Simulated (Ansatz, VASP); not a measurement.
# EuSb: VASP beside Ansatz

File INCAR:

```
SYSTEM = EuSb
  PREC = Accurate
  ENCUT = 520
  EDIFF = 1E-6
  ISMEAR = 1
  SIGMA = 0.01
  LREAL = .False.
  LASPH = .True.
  NELM = 150
  ALGO = Normal
  ISIF = 2
  LWAVE = .False.
  LCHARG = .False.
  ISPIN = 2
  MAGMOM = 6 6 0 0
  LORBIT = 11
  LMAXMIX = 6
  GGA = PE
  IVDW = 12
  NBANDS = 34
```

File KPOINTS:

```
Automatic mesh
0
Gamma
  8 8 6
  0 0 0
```

File POSCAR:

```
EuSb
1.0
    4.9083820416      0.0000000000      0.0000000000
   -2.4541910208      4.2507835395      0.0000000000
    0.0000000000      0.0000000000      6.6225054227
Eu Sb
2 2
Direct
    0.3333333333      0.6666666667      0.2500000000
    0.6666666667      0.3333333333      0.7500000000
    0.0000000000      0.0000000000      0.0000000000
    0.0000000000      0.0000000000      0.5000000000
```

Input for Ansatz:

```yaml
crystal:
  lattice:
    - [4.908382041597, 0.0, 0.0]
    - [-2.454191020799, 4.250783539502, 0.0]
    - [0.0, 0.0, 6.6225054227]
  atoms:
    - { symbol: Eu, position: [0.3333333333333, 0.6666666666667, 0.25], spin: 6.0 }
    - { symbol: Eu, position: [0.6666666666667, 0.3333333333333, 0.75], spin: 6.0 }
    - { symbol: Sb, position: [0.0, 0.0, 0.0] }
    - { symbol: Sb, position: [0.0, 0.0, 0.5] }
basis:
  ecutwfc: 420
  ecutrho_ratio: 4
kpoints:
  mp_grid: { grid: [8, 8, 6] }
hamiltonian:
  xc: pbe
  dispersion: d3bj
scf:
  occupations: { method: methfessel_paxton, width: 0.01 }
output:
  forces: true
  stress: true
  write_density: true
  write_potential: true
  elf: true
  volumetric_format: npy
magnetization:
  spin_polarized: true
```

Alike in both runs: task single point; functional PBE; dispersion D3(BJ); k mesh 8 × 8 × 6; occupations methfessel-paxton of order 1, width 0.01 eV; collinear spin.

```csv
,VASP,Ansatz
version,VASP 6.6.1,Ansatz 0.2.0
potentials or method,"VASP PAW PBE potentials, release 64 (Eu, Sb), cutoff 520 eV","scalar-relativistic, plane waves, PAW"
valence electrons in the cell,44,64
```

Ansatz gave:

| Quantity | Value |
| --- | --- |
| gap on the k mesh at the Fermi level (eV) | none |
| pressure (GPa) | -1.8 |
| traceless stress, the component that is largest in VASP (GPa) | 0.04 |
| net moment per atom (μB) | 3.42 |
| size of the moment on the site where the two differ most (μB) | 6.75 |

Task: Which values does VASP return?

Result: gap on the k mesh at the Fermi level (eV): none; pressure (GPa): -2.0; traceless stress, the component that is largest in VASP (GPa): 0.11; net moment per atom (μB): 3.42; size of the moment on the site where the two differ most (μB): 6.53.

Site moments also hang on the region over which each program counts them. A gap of «none» marks a metal or a gap that the smearing closes. VASP's potentials hold 44 valence electrons a cell and Ansatz's 64, so a difference there can come from the potentials and not from the codes. Ansatz's warnings: given moment on shells, stability check not made.

Spin-orbit coupling is off throughout.
